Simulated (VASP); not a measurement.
# Be (Fmmm) in VASP: notebook

Be is run at these levels: PBEsol; tasks: single point.

All numbers are computed with VASP 6.6.1; they aren't measurements. Logs are shortened: lines on timing, memory, paths and dates and some standing lists are left out, and cuts for length are marked.

### Step 1. The cell of the first run

It takes space group Fmmm (No. 69, orthorhombic). The conventional cell has a = 2.338 Å, b = 3.563 Å, c = 8.431 Å, α = 90.00°, β = 90.00°, γ = 90.00°. Be (site symmetry mm2) has 11 Be at 2.12 to 2.51 Å within 2.8 Å.

### Step 2. Single point, PBEsol

Contents of INCAR:

```
PREC     = Accurate       # precision mode
ENCUT    = 520            # plane-wave cutoff, eV
EDIFF    = 1E-6           # SCF threshold, eV
ISMEAR   = 0              # smearing method
SIGMA    = 0.1            # smearing width, eV
LREAL    = F              # projectors in reciprocal space
LASPH    = T              # aspherical terms in the spheres
NELM     = 60             # most SCF steps
ALGO     = Normal         # electronic algorithm
ISIF     = 2              # what is computed and relaxed
LWAVE    = F              # write WAVECAR
LCHARG   = T              # write CHGCAR
GGA      = PS             # functional
LELF     = T              # ELF
LVHAR    = T            
NBANDS   = 12             # bands
```

Contents of KPOINTS:

```
regular mesh
0
Gamma
  6 6 6
```

Contents of POSCAR:

```
Be
1.0
    1.1691356974     -4.2156571324      0.0000000000
    1.1691356974      4.2156571324      0.0000000000
    0.0000000000      0.0000000000      3.5628748574
Be
4
Direct
    0.1449629490      0.8550370510      0.0000014309
    0.6449629490      0.3550370510      0.4999985691
    0.8550370510      0.1449629490      0.9999985691
    0.3550370510      0.6449629490      0.5000014309
```

Potentials or basis: VASP PAW PBE potentials, release 64 (Be).

The run is started by

```
$ cat potpaw_PBE.64/Be/POTCAR > POTCAR
$ mpirun -np 1 vasp_std > vasp.out
```

OUTCAR:

```text
PREC = Accurate
   ENCUT = 520
   EDIFF = 1E-6
   ISMEAR = 0
   LREAL = F
   LASPH = T
   NELM = 60
   ISIF = 2
   GGA = PS

 ion  position               nearest neighbor table
   1  0.145  0.855  0.000-   3 2.12   3 2.12   2 2.13   2 2.13   2 2.13   2 2.13
   2  0.645  0.355  0.500-   4 2.12   4 2.12   1 2.13   1 2.13   1 2.13   1 2.13
   3  0.855  0.145  1.000-   1 2.12   1 2.12   4 2.13   4 2.13   4 2.13   4 2.13
   4  0.355  0.645  0.500-   2 2.12   2 2.12   3 2.13   3 2.13   3 2.13   3 2.13

  LATTYP: Found a base centered orthorhombic cell.
 ALAT       =     2.3382713948
 B/A-ratio  =     3.6057894236
 C/A-ratio  =     1.5237216969

  Lattice vectors:

 A1 = (   1.1691356974,  -4.2156571324,   0.0000000000)
 A2 = (   1.1691356974,   4.2156571324,   0.0000000000)
 A3 = (   0.0000000000,   0.0000000000,   3.5628748574)

Analysis of symmetry for initial positions (statically):
=====================================================================
 Subroutine PRICEL returns following result:

  LATTYP: Found a face centered orthorhombic cell.
 ALAT       =     2.3382713949
 B/A-ratio  =     1.5237216968
 C/A-ratio  =     3.6057894234

  Lattice vectors:

 A1 = (   0.0000000000,  -4.2156571324,   1.7814272325)
 A2 = (   1.1691356974,  -4.2156571324,  -0.0000203925)
 A3 = (   1.1691356974,   0.0000000000,   1.7814272325)

   2 primitive cells build up your supercell.

 Routine SETGRP: Setting up the symmetry group for a
 base centered orthorhombic supercell.

 Subroutine GETGRP returns: Found  8 space group operations
 (whereof  8 operations were pure point group operations)
 out of a pool of  8 trial point group operations.

The static configuration has the point symmetry D_2h.

Analysis of symmetry for dynamics (positions and initial velocities):
=====================================================================
 Subroutine PRICEL returns following result:

  LATTYP: Found a face centered orthorhombic cell.
 ALAT       =     2.3382713949
 B/A-ratio  =     1.5237216968
 C/A-ratio  =     3.6057894234

  Lattice vectors:

 A1 = (   0.0000000000,  -4.2156571324,   1.7814272325)
 A2 = (   1.1691356974,  -4.2156571324,  -0.0000203925)
 A3 = (   1.1691356974,   0.0000000000,   1.7814272325)

   2 primitive cells build up your supercell.

 Routine SETGRP: Setting up the symmetry group for a
 base centered orthorhombic supercell.

 Subroutine GETGRP returns: Found  8 space group operations
 (whereof  8 operations were pure point group operations)
 out of a pool of  8 trial point group operations.

The dynamic configuration has the point symmetry D_2h.

 Subroutine INISYM returns: Found  8 space group operations
 (whereof  8 operations are pure point group operations),
 and found     2 'primitive' translations

----------------------------------------------------------------------------------------

                                     Primitive cell

  volume of cell :      17.5603

  direct lattice vectors                    reciprocal lattice vectors
     0.000000000 -4.215657132  1.781427232    -0.427663905 -0.118606150  0.280672221
     1.169135697 -4.215657132 -0.000020392     0.427663905 -0.118604792 -0.280672221
     1.169135697  0.000000000  1.781427232     0.427668801  0.118604792  0.280672221

  length of vectors
     4.576597868  4.374773518  2.130812348     0.525110208  0.525109901  0.525113888

  position of ions in fractional coordinates (direct lattice)
     0.144965210  0.144960688  0.855039312
     0.855040514  0.855033588  0.144966412

  ion indices of the primitive-cell ions
   primitive index   ion index
                 1           1
                 2           3

----------------------------------------------------------------------------------------

 KPOINTS: regular mesh

Automatic generation of k-mesh.
 Grid dimensions read from file:
 generate k-points for:    6    6    6

 Generating k-lattice:

  Cartesian coordinates                     Fractional coordinates (reciprocal lattice)
     0.071277726 -0.019767579  0.000000000     0.166666667  0.000000000  0.000000000
     0.071277726  0.019767579  0.000000000     0.000000000  0.166666667  0.000000000
     0.000000000  0.000000000  0.046778704     0.000000000  0.000000000  0.166666667

  Length of vectors
     0.073968043  0.073968043  0.046778704

  Shift w.r.t. Gamma in fractional coordinates (k-lattice)
     0.000000000  0.000000000  0.000000000

 Subroutine IBZKPT returns following result:
 ===========================================

 Found     52 irreducible k-points:

 Following reciprocal coordinates:
            Coordinates               Weight
  0.000000  0.000000  0.000000      1.000000
  0.166667  0.000000  0.000000      4.000000
  0.333333  0.000000  0.000000      4.000000
  0.500000 -0.000000  0.000000      2.000000
  0.166667  0.166667  0.000000      2.000000
  0.333333  0.166667  0.000000      4.000000
[... 16 lines left out ...]
  0.333333  0.333333  0.166667      4.000000
  0.500000  0.333333  0.166667      8.000000
 [... further k-points ...]
   k-points           NKPTS =     52   k-points in BZ     NKDIM =     52   number of bands    NBANDS=     12
   number of dos      NEDOS =    301   number of ions     NIONS =      4
   total plane-waves  NPLWV =  36288
   dimension x,y,z NGX =    36 NGY =   36 NGZ =   28
   dimension x,y,z NGXF=    72 NGYF=   72 NGZF=   56
   ions per type =               4
   NGX,Y,Z   is equivalent  to a cutoff of  13.68, 13.68, 13.06 a.u.
   NGXF,Y,Z  is equivalent  to a cutoff of  27.36, 27.36, 26.13 a.u.
 SYSTEM =  unknown system
   PREC   = accura    normal or accurate (medium, high low for compatibility)
   ISTART =      0    job   : 0-new  1-cont  2-samecut
   ICHARG =      2    charge: 1-file 2-atom 10-const
   ISPIN  =      1    spin polarized calculation?
   LNONCOLLINEAR =      F non collinear calculations
   LSORBIT =      F    spin-orbit coupling
   LASPH  =      T    aspherical Exc in radial PAW
   ENCUT  =  520.0 eV  38.22 Ry    6.18 a.u.   8.13  8.13  6.62*2*pi/ulx,y,z
   NELM   =     60;   NELMIN=  2; NELMDL= -5     # of ELM steps
   EDIFF  = 0.1E-05   stopping-criterion for ELM
   LREAL  =      F    real-space projection
[... 7 lines left out ...]
   TEBEG  =    0.0;   TEEND  =   0.0 temperature during run
   PSTRESS=    0.0 pullay stress
   NELECT =       8.0000    total number of electrons
   NUPDOWN=      -1.0000    fix difference up-down
   EMIN   =  10.00;   EMAX   =-10.00  energy-range for DOS
   EFERMI =   0.00;   METHOD = LEGACY
   ISMEAR =     0;   SIGMA  =   0.10  broadening in eV -4-tet -1-fermi 0-gaus
   EFERMI_NEDOS =   21; number of points for ismear=-14 and -15
   IALGO  =     38    algorithm
   IMIX   =      4    mixing-type and parameters
     AMIX     =   0.40;   BMIX     =  1.00
     AMIX_MAG =   1.60;   BMIX_MAG =  1.00
  volume/ion in A,a.u.               =       8.78        59.25
  Fermi-wavevector in a.u.,A,eV,Ry     =   0.999811  1.889369 13.600683  0.999622
  Thomas-Fermi vector in A             =   2.132126
   LORBIT       =      0    0 simple, 1 ext, 2 COOP (PROOUT), +10 PAW based schemes
   GGA     = PS    functional components
   LHFCALC =     F    Hartree Fock is set to
   AEXX    =    0.0000 exact exchange contribution
   IVDW    =     0    specifies the selected vdW correction
   LEPSILON=     F    determine dielectric tensor
   LRPA    =     F    only Hartree local field effects (RPA)
 non-spin polarized calculation
 Gauss-broadening in eV      SIGMA  =   0.10
  energy-cutoff  :      520.00
  volume of cell :       35.12
 maximum number of plane-waves:       959
 NGX is ok and might be reduce to    36

 number of electron       8.0000000 magnetization

 Free energy of the ion-electron system (eV)
  ---------------------------------------------------
  ext. energy  EPLUGINS =         0.00000000
  ---------------------------------------------------
  free energy    TOTEN  =       -14.61807145 eV

  energy without entropy =      -14.61380398  energy(sigma->0) =      -14.61593772

 E-fermi :   5.7994     XC(G=0): -10.2056

 val. band max:        5.7413654007   @ k =   0.5000   0.1667   0.0000
 cond. band min:       5.8018625865   @ k =   0.3333   0.1667   0.0000
 fundamental gap:      0.0604971857
 Fermi energy:         5.7993943174

 k-point     1 :       0.0000    0.0000    0.0000
  band No.  band energies     occupation
      1      -4.7516      2.00000
      2       0.8528      2.00000
      3       2.1414      2.00000
      4       3.7352      2.00000
      5       7.6003      0.00000
      6       8.1002      0.00000
      7      10.3344      0.00000
      8      15.0642      0.00000
      9      15.1172      0.00000
     10      15.7716      0.00000
     11      17.6612      0.00000
     12      21.2136      0.00000

 k-point     2 :       0.1667    0.0000    0.0000
  band No.  band energies     occupation
      1      -4.1514      2.00000
      2       1.2162      2.00000
      3       2.9310      2.00000
      4       4.5270      2.00000
      5       7.5042      0.00000
      6       8.6293      0.00000
      7       9.8967      0.00000
      8      11.0206      0.00000
      9      14.8869      0.00000
     10      16.1495      0.00000
     11      19.1907      0.00000
     12      20.3563      0.00000

 k-point     3 :       0.3333    0.0000    0.0000
  band No.  band energies     occupation
      1      -2.3479      2.00000
      2       2.3312      2.00000
      3       4.7674      2.00000
      4       5.2903      2.00000
      5       6.5453      0.00000
      6       6.8194      0.00000
      7      10.3135      0.00000
      8      11.2386      0.00000
      9      14.0045      0.00000
     10      14.5094      0.00000
     11      17.3787      0.00000
     12      17.6427      0.00000
[... 286 lines left out ...]
 k-point    23 :       0.3333    0.3333    0.1667
  band No.  band energies     occupation
      1      -1.3271      2.00000
      2       0.3443      2.00000
      3       4.0065      2.00000
      4       4.1868      2.00000
      5       7.7286      0.00000
      6       9.9357      0.00000
      7      11.1209      0.00000
      8      11.9330      0.00000
      9      12.0641      0.00000
     10      15.2570      0.00000
     11      15.6612      0.00000
     12      15.7253      0.00000

 k-point    24 :       0.5000    0.3333    0.1667
  band No.  band energies     occupation
      1      -3.1072      2.00000
      2      -1.1698      2.00000
      3       2.4203      2.00000
      4       4.7217      2.00000
      5       9.5106      0.00000
      6       9.6317      0.00000
      7      10.1906      0.00000
      8      12.0001      0.00000
      9      13.8546      0.00000
     10      16.2302      0.00000
     11      18.6108      0.00000
     12      19.4623      0.00000

 [... further k-points ...]
[... 5 lines left out ...]
  --------------------------------------------------------------------------------------
  -------------------------------------------------------------------------------------
  Total        0.0789645      0.0907757      0.0746293      0.0000000      0.0000000      0.0000000
  in kB        3.6023148      4.1411333      3.4045462      0.0000000      0.0000000      0.0000000
  external PRESSURE =       3.7159981 kB  Pullay stress =       0.0000000 kB

 VOLUME and BASIS-vectors are now :
 -----------------------------------------------------------------------------
  energy-cutoff  :      520.00
  volume of cell :       35.12
      direct lattice vectors                 reciprocal lattice vectors
     1.169135697 -4.215657132  0.000000000     0.427666353 -0.118605471  0.000000000
     1.169135697  4.215657132  0.000000000     0.427666353  0.118605471  0.000000000
     0.000000000  0.000000000  3.562874857     0.000000000  0.000000000  0.280672221

 POSITION                                       TOTAL-FORCE (eV/Angst)
 -----------------------------------------------------------------------------------
      1.16914      2.99343      0.00001         0.000000      0.018344      0.000000
      1.16914     -1.22223      1.78143         0.000000      0.018344      0.000000
      1.16914     -2.99343      3.56287         0.000000     -0.018344      0.000000
      1.16914      1.22223      1.78144         0.000000     -0.018344      0.000000
 -----------------------------------------------------------------------------------
    total drift:                               -0.000000     -0.000000     -0.000000

  FREE ENERGIE OF THE ION-ELECTRON SYSTEM (eV)
  ---------------------------------------------------
  free  energy   TOTEN  =       -14.6180714496 eV

  energy  without entropy=      -14.6138039840  energy(sigma->0) =      -14.61593772
```

Run time: 14 s. Hardware: 1 thread of Intel Xeon 6975P-C (Granite Rapids), shared host; peak memory 0.17 GiB.

Results:

```
Free energy            : -14.6181 eV
Pressure               : 0.4 GPa
Largest force          : 0.018 eV/Å
Band gap on the k mesh : zero (bands 4 and 5 overlap by 1.68 eV)
```

Forces in eV/Å, atoms in the order of the input:
```
Be   0.000  0.018  0.000
Be   0.000  0.018  0.000
Be   0.000 -0.018  0.000
Be   0.000 -0.018  0.000
```

Caveat: the k points lie up to 0.46 Å⁻¹ apart, too coarse for converged energies and pressures of a metal; the PAW data sets were made with another functional, which shifts forces and pressure a little.

### Step 3. Single point, PBEsol

This run uses another cell than the first one: it holds 2 atoms, not 4.

Contents of INCAR:

```
PREC     = Accurate       # precision mode
ENCUT    = 520            # plane-wave cutoff, eV
EDIFF    = 1E-6           # SCF threshold, eV
ISMEAR   = 0              # smearing method
SIGMA    = 0.1            # smearing width, eV
LREAL    = F              # projectors in reciprocal space
LASPH    = T              # aspherical terms in the spheres
NELM     = 80             # most SCF steps
ALGO     = Fast           # electronic algorithm
ISIF     = 2              # what is computed and relaxed
LWAVE    = F              # write WAVECAR
LCHARG   = F              # write CHGCAR
GGA      = PS             # functional
NBANDS   = 9              # bands
```

Contents of KPOINTS:

```
Automatic mesh
0
Gamma
  28 28 28
```

Contents of POSCAR:

```
Be
1.0
    0.0000000000      1.8096014741      4.2781788837
    1.1352335968      0.0000000000      4.2781788837
    1.1352335968      1.8096014741      0.0000000000
Be
2
Direct
    0.8581209090      0.8581209090      0.1418790910
    0.1418790910      0.1418790910      0.8581209090
```

Potentials or basis: VASP PAW PBE potentials, release 64 (Be).

The run is started by

```
$ cat potpaw_PBE.64/Be/POTCAR > POTCAR
$ mpirun -np 1 vasp_std > vasp.out
```

OUTCAR:

```text
PREC = Accurate
   ENCUT = 520
   EDIFF = 1E-6
   ISMEAR = 0
   LREAL = F
   LASPH = T
   NELM = 80
   ISIF = 2
   GGA = PS

 ion  position               nearest neighbor table
   1  0.858  0.858  0.142-   2 2.17   2 2.17
   2  0.142  0.142  0.858-   1 2.17   1 2.17

  LATTYP: Found a face centered orthorhombic cell.
 ALAT       =     2.2704671936
 B/A-ratio  =     1.5940344606
 C/A-ratio  =     3.7685449900

  Lattice vectors:

 A1 = (   0.0000000000,   1.8096014741,   4.2781788837)
 A2 = (   1.1352335968,   0.0000000000,   4.2781788837)
 A3 = (   1.1352335968,   1.8096014741,   0.0000000000)

Analysis of symmetry for initial positions (statically):
=====================================================================
 Subroutine PRICEL returns:
 Original cell was already a primitive cell.

 Routine SETGRP: Setting up the symmetry group for a
 face centered orthorhombic supercell.

 Subroutine GETGRP returns: Found  8 space group operations
 (whereof  8 operations were pure point group operations)
 out of a pool of  8 trial point group operations.

The static configuration has the point symmetry D_2h.

[... 160 lines left out ...]

 E-fermi :   5.7648     XC(G=0): -10.2124

 val. band max:        5.7633305481   @ k =   0.3214   0.0000   0.3214
 cond. band min:       5.7661972003   @ k =  -0.2857   0.2143   0.3929
 fundamental gap:      0.0028666523
 Fermi energy:         5.7648448056

 k-point     1 :       0.0000    0.0000    0.0000
  band No.  band energies     occupation
      1      -4.7253      2.00000
      2       0.6837      2.00000
      3       3.5109      2.00000
      4      20.1209      0.00000
      5      23.7729      0.00000
      6      25.7621      0.00000
      7      25.9983      0.00000
      8      26.1960      0.00000
      9      26.6099      0.00000
[... 265 lines left out ...]
 k-point    24 :       0.3214    0.0357    0.0000
  band No.  band energies     occupation
      1      -2.1191      2.00000
      2       2.2432      2.00000
      3       6.7452      0.00000
      4      13.9804      0.00000
      5      16.2731      0.00000
      6      20.0401      0.00000
      7      21.7384      0.00000
      8      22.4492      0.00000
      9      25.3992      0.00000

 [... further k-points ...]
[... 5 lines left out ...]
  --------------------------------------------------------------------------------------
  -------------------------------------------------------------------------------------
  Total        0.0411333      0.0457774      0.0168175     -0.0000000      0.0000000      0.0000000
  in kB        3.7492751      4.1725788      1.5329066     -0.0000000      0.0000000      0.0000000
  external PRESSURE =       3.1515869 kB  Pullay stress =       0.0000000 kB

 VOLUME and BASIS-vectors are now :
 -----------------------------------------------------------------------------
  energy-cutoff  :      520.00
  volume of cell :       17.58
      direct lattice vectors                 reciprocal lattice vectors
     0.000000000  1.809601474  4.278178884    -0.440437987  0.276303931  0.116872158
     1.135233597  0.000000000  4.278178884     0.440437987 -0.276303931  0.116872158
     1.135233597  1.809601474  0.000000000     0.440437987  0.276303931 -0.116872158

 POSITION                                       TOTAL-FORCE (eV/Angst)
 -----------------------------------------------------------------------------------
      1.13523      1.80960      7.34239         0.000000      0.000000      0.013630
      1.13523      1.80960      1.21397         0.000000      0.000000     -0.013630
 -----------------------------------------------------------------------------------
    total drift:                                0.000000      0.000000     -0.000000

  FREE ENERGIE OF THE ION-ELECTRON SYSTEM (eV)
  ---------------------------------------------------
  free  energy   TOTEN  =        -7.3155214138 eV

  energy  without entropy=       -7.3136590118  energy(sigma->0) =       -7.31459021
```

Run time: 3.8 min. Hardware: 1 thread of Intel Xeon 6975P-C (Granite Rapids), shared host; peak memory 0.5 GiB.

What came out:

* Free energy: -7.3155 eV
* Pressure: 0.3 GPa
* Largest force: 0.014 eV/Å
* Band gap on the k mesh: zero (bands 2 and 3 overlap by 4.41 eV)

Forces on the atoms (eV/Å):
```
Be   0.000  0.000  0.014
Be   0.000  0.000 -0.014
```

Caveat: the PAW data sets were made with another functional, which shifts forces and pressure a little.
